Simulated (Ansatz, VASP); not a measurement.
**AlNi: VASP beside Ansatz**

File INCAR:

```
  PREC = Accurate
  ENCUT = 520
  EDIFF = 1E-6
  ISMEAR = 0
  SIGMA = 0.15
  LREAL = F
  LASPH = T
  NELM = 80
  ALGO = Fast
  ISIF = 2
  LWAVE = F
  LCHARG = T
  GGA = PS
  LELF = T
  LVHAR = T
  NBANDS = 14
```

KPOINTS

```
Automatic mesh
0
Gamma
  20 20 20
```

POSCAR

```
AlNi
1.0
    2.0213280872     -2.0971504055      0.0000000000
    2.0213280872      2.0971504055      0.0000000000
    0.0000000000      0.0000000000      2.8694088111
Al Ni
1 1
Direct
    0.0000000000      0.0000000000      0.0000000000
    0.5000000000      0.5000000000      0.5000000000
```

Input for Ansatz:

```yaml
crystal:
  lattice:
    - [2.0213280872, -2.0971504055, 0.0]
    - [2.0213280872, 2.0971504055, 0.0]
    - [0.0, 0.0, 2.8694088111]
  atoms:
    - { symbol: Al, position: [0.0, 0.0, 0.0] }
    - { symbol: Ni, position: [0.5, 0.5, 0.5] }
basis:
  ecutwfc: 420
kpoints:
  mp_grid: { grid: [20, 20, 20] }
hamiltonian:
  xc: pbesol
scf:
  occupations: { method: gaussian, width: 0.15 }
output:
  forces: true
  stress: true
  eigenvalues: true
```

Change from the starting cell: strain +0.0375 x Voigt [0, 1, 0, 0, 0, 0], atoms carried along.

Alike in both runs: task single point; functional PBEsol; k mesh 20 × 20 × 20; occupations gaussian, width 0.15 eV; no spin polarisation.

|  | VASP | Ansatz |
| --- | --- | --- |
| version | VASP 6.6.1 | Ansatz 0.2.0 |
| potentials or method | VASP PAW PBE potentials, release 64 (Al, Ni), cutoff 520 eV | scalar-relativistic, plane waves, PAW |
| valence electrons in the cell | 13 | 21 |

|  | VASP | Ansatz | Ansatz less VASP |
| --- | --- | --- | --- |
| gap on the k mesh at the Fermi level (eV) | none | none | - |
| pressure (GPa) | -5.8 | -5.7 | +0.13 |
| traceless stress, the component that is largest in VASP (GPa) | -4.55 | -4.55 | +0.005 |

VASP's potentials were made for PBE, not for PBEsol. A gap of «none» marks a metal or a gap that the smearing closes. With one functional, cell and mesh, what is left measures potentials, basis and numerics. VASP's potentials hold 13 valence electrons a cell and Ansatz's 21, so a difference there can come from the potentials and not from the codes.
